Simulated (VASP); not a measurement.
A run of VASP 6.6.1:

The input INCAR:

```
SYSTEM = TiSi16
PREC = Accurate
ENCUT = 520
EDIFF = 1E-7
ISMEAR = 0
SIGMA = 0.02
LREAL = Auto
LASPH = .True.
NELM = 80
ALGO = Normal
ISIF = 2
LWAVE = .False.
LCHARG = .False.
GGA = PE
NBANDS = 52
```

File KPOINTS:

```
regular mesh
0
Gamma
  2 2 2
  0 0 0
```

Contents of POSCAR:

```
TiSi16
1.0
    0.0000000000      5.4300000000      5.4300000000
    5.4300000000      0.0000000000      5.4300000000
    5.4300000000      5.4300000000      0.0000000000
Si Ti
16 1
Direct
   -0.0012604052     -0.0012644567      0.0014388582
    0.1211018416      0.1211241252      0.1407861878
   -0.0031457643     -0.0031702578      0.5038918048
    0.1218410681      0.1219583794      0.6165314917
   -0.0017204420      0.5020005525      0.0056447514
    0.1321866483      0.6249827808      0.1212157459
   -0.0016570902      0.5026939227      0.4936197053
    0.1200131676      0.6349192449      0.6224293738
    0.5019960405     -0.0017225599      0.0056170350
    0.6249710866      0.1321331492      0.1212661142
    0.5026456722     -0.0016394107      0.4937001842
    0.6349279926      0.1200779006      0.6224298343
    0.5027440147      0.5027023941     -0.0028917127
    0.6245580110      0.6245602210      0.1240841621
    0.5024480663      0.5024847145      0.4975670350
    0.6246795580      0.6246968692      0.6264972376
    0.2485599448      0.2485859116      0.7517337937
```

Potentials or basis: VASP PAW PBE potentials, release 64 (Si, Ti_sv).

The run is started by

```bash
$ cat potpaw_PBE.64/Si/POTCAR potpaw_PBE.64/Ti_sv/POTCAR > POTCAR
$ mpirun -np 1 vasp_std > vasp.out
```

Hardware: 1 thread of Intel(R) Xeon(R) Platinum 8488C (Sapphire Rapids) (shared host).

Q: Estimate the wall time of this run.

A: Run time: 3.9 min on 1 thread of Intel(R) Xeon(R) Platinum 8488C (Sapphire Rapids) (shared host), peak memory 0.5 GiB. Counts: scf iterations 17, k points 8.
